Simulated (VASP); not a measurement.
Here is a VASP 6.6.1 calculation.

INCAR

```
PREC = Accurate
ENCUT = 520
EDIFF = 1E-6
ISMEAR = -1
SIGMA = 0.05
LREAL = False
LASPH = True
NELM = 80
ALGO = Normal
ISIF = 2
LWAVE = False
LCHARG = False
GGA = PE
NBANDS = 10
```

File KPOINTS:

```
regular mesh
0
Gamma
  15 15 15
```

File POSCAR:

```
Ir
1.0
    0.0191970000      1.9292985000      1.9292985000
    1.9292985000      0.0191970000      1.9292985000
    1.9292985000      1.9292985000      0.0191970000
Ir
1
Direct
    0.0000000000      0.0000000000      0.0000000000
```

Potentials or basis: VASP PAW PBE potentials, release 64 (Ir).

The run is started by

```bash
$ cat potpaw_PBE.64/Ir/POTCAR > POTCAR
$ mpirun -np 1 vasp_std > vasp.out
```

What does it give for the band gap on the k mesh?

Zero (an odd number of electrons rules out a gap without spin polarisation).

Estimate the pressure.

9.7 GPa.

Stress tensor (GPa, compression positive):
```
 9.67 -2.85 -2.85
-2.85  9.67 -2.85
-2.85 -2.85  9.67
```

Caveat: the cell differs from its parent crystal (equal xy, yz and zx shear strains of +1 %); the cell stands under pressure; spin-orbit coupling is left out, which moves the levels of the heavy elements.
